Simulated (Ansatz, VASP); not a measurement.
GaP: VASP beside Ansatz

INCAR

```
PREC = Accurate ; ENCUT = 520
EDIFF = 1E-6 ; ISMEAR = 0
SIGMA = 0.05 ; LREAL = False
LASPH = True ; NELM = 100
ALGO = Normal ; ISIF = 2
LWAVE = False ; LCHARG = False
NBANDS = 26
```

Contents of KPOINTS:

```
regular mesh
0
Gamma
  8 8 6
```

POSCAR

```
GaP
1.0
    0.0000000000     -2.7252500000     -2.7252500000
    0.0000000000      2.7252500000     -2.7252500000
    5.4505000000      0.0000000000      0.0000000000
Ga P
2 2
Direct
    0.5000000000      0.5000000000      0.5000000000
    0.0000000000      0.0000000000      0.0000000000
    0.0000000000      0.5000000000      0.2500000000
    0.5000000000      0.0000000000      0.7500000000
```

Input for Ansatz:

```yaml
crystal:
  lattice:
    - [0.0, -2.72525, -2.72525]
    - [0.0, 2.72525, -2.72525]
    - [5.4505, 0.0, 0.0]
  atoms:
    - { symbol: Ga, position: [0.5, 0.5, 0.5] }
    - { symbol: Ga, position: [0.0, 0.0, 0.0] }
    - { symbol: P, position: [0.0, 0.5, 0.25] }
    - { symbol: P, position: [0.5, 0.0, 0.75] }
basis:
  ecutwfc: 420
kpoints:
  mp_grid: { grid: [8, 8, 6] }
hamiltonian:
  xc: lda
scf:
  occupations: { method: gaussian, width: 0.05 }
output:
  forces: true
  stress: true
  eigenvalues: true
  write_density: true
  write_potential: true
  elf: true
  volumetric_format: npy
```

Alike in both runs: task single point; functional LDA; k mesh 8 × 8 × 6; occupations gaussian, width 0.05 eV; no spin polarisation.

|  | VASP | Ansatz |
| --- | --- | --- |
| version | VASP 6.6.1 | Ansatz 0.2.0 |
| potentials or method | VASP PAW LDA potentials, release 64 (Ga_d, P), cutoff 520 eV | scalar-relativistic, plane waves, PAW |
| valence electrons in the cell | 36 | 36 |

Ansatz gave:

* gap on the k mesh at the Fermi level (eV): 1.44
* least direct gap on the mesh (eV): 1.50
* pressure (GPa): -2.7

Estimate VASP's values.

gap on the k mesh at the Fermi level (eV): 1.44; least direct gap on the mesh (eV): 1.50; pressure (GPa): -2.6.

LDA's correlation is that of Perdew and Zunger in VASP and of Perdew and Wang (1992) in Ansatz.
